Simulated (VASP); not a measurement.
Set up this calculation in VASP 6.6.1, as the native input.

| Item | Value |
| --- | --- |
| Task | single point |
| Functional | PBE |
| Potentials or basis | VASP PAW PBE potentials, release 64 (Fe, O) |
| Cutoff | 600 eV |
| k mesh | 8 × 8 × 8 |
| Occupations | fermi-dirac, width 0.05 eV |
| Spin | no spin polarisation |
| Hubbard terms | Fe d U = 4.0 eV |
| Dipole correction | no |
| Further INCAR settings | ALGO = Normal; EDIFF = 1e-06; NBANDS = 22 |

The structure of FeO lies in POSCAR:

```
FeO
1.0
   -1.6021034130      1.6021034130      2.0833922500
    1.6021034130     -1.6021034130      2.0833922500
    3.2042068260      3.2042068260     -4.1667845000
Fe O
2 2
Direct
    0.0000000000      0.0000000000      0.0000000000
    0.0000000000      0.0000000000      0.5000000000
    0.5000000000      0.5000000000      0.0000000000
    0.5000000000      0.5000000000      0.5000000000
```

One way to write it, as run:

INCAR

```
SYSTEM = FeO
  PREC = Accurate
  ENCUT = 600
  EDIFF = 1E-6
  ISMEAR = -1
  SIGMA = 0.05
  LREAL = .False.
  LASPH = .True.
  NELM = 200
  ALGO = Normal
  ISIF = 2
  LWAVE = .False.
  LCHARG = .True.
  LMAXMIX = 4
  LDAU = .True.
  LDAUTYPE = 2
  LDAUL = 2 -1
  LDAUU = 4 0
  LDAUJ = 0 0
  LDAUPRINT = 1
  GGA = PE
  LELF = .True.
  LVHAR = .True.
  NBANDS = 22
  GGA_COMPAT = .False.
```

KPOINTS

```
regular mesh
0
Gamma
  8 8 8
  0 0 0
```

Potentials or basis: VASP PAW PBE potentials, release 64 (Fe, O).

Launch:

```console
$ cat potpaw_PBE.64/Fe/POTCAR potpaw_PBE.64/O/POTCAR > POTCAR
$ mpirun -np 1 vasp_std > vasp.out
```

Results of the run:

```yaml
Pressure: -23.0 GPa
Band_gap_on_the_k_mesh: 1.67 eV
```

Caveat: the stress differs along the axes, from -29 to -11 GPa; the run has no spin polarisation, though such a crystal can be magnetic.

Wall time 4.2 min on 1 thread of Oxide Virtual Turin-like Processor, on a shared host, peak memory 0.23 GiB.
